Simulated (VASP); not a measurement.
C, 4 atoms in the cell. The structure is hexagonal, space group P6_3/mmc (No. 194). The conventional cell has a = 2.452 Å, b = 2.452 Å, c = 6.649 Å, α = 90.00°, β = 90.00°, γ = 120.00°. C (site symmetry -6m2) has 3 C at 1.42 Å within 1.9 Å. C (site symmetry -6m2) has 3 C at 1.42 Å within 1.9 Å.  This cell differs from its parent crystal: volume scaled by 0.94, then relaxed in part.

- Program: VASP 6.6.1
- Task: single point
- Functional: r2SCAN
- Potentials or basis: VASP PAW PBE potentials, release 64 (C)
- Cutoff: 520 eV
- k mesh: 18 × 18 × 6
- Occupations: gaussian, width 0.1 eV
- Spin: no spin polarisation
- Dipole correction: no
- Further INCAR settings: ALGO = Normal; EDIFF = 1e-06; NBANDS = 16

Potentials or basis: VASP PAW PBE potentials, release 64 (C).

Command:

```console
$ cat potpaw_PBE.64/C/POTCAR > POTCAR
$ cp INCAR.step1 INCAR
$ mpirun -np 1 vasp_std > vasp.out
$ cp INCAR.step2 INCAR
$ mpirun -np 1 vasp_std > vasp.out
```

Hardware: 1 thread of Intel Xeon 6975P-C, with other jobs on the host.

**Question.** How long does it take, and how much memory?

**Answer.** It took 4 min on 1 thread of Intel Xeon 6975P-C (shared host), peak memory 0.18 GiB. Counts: k points 148.
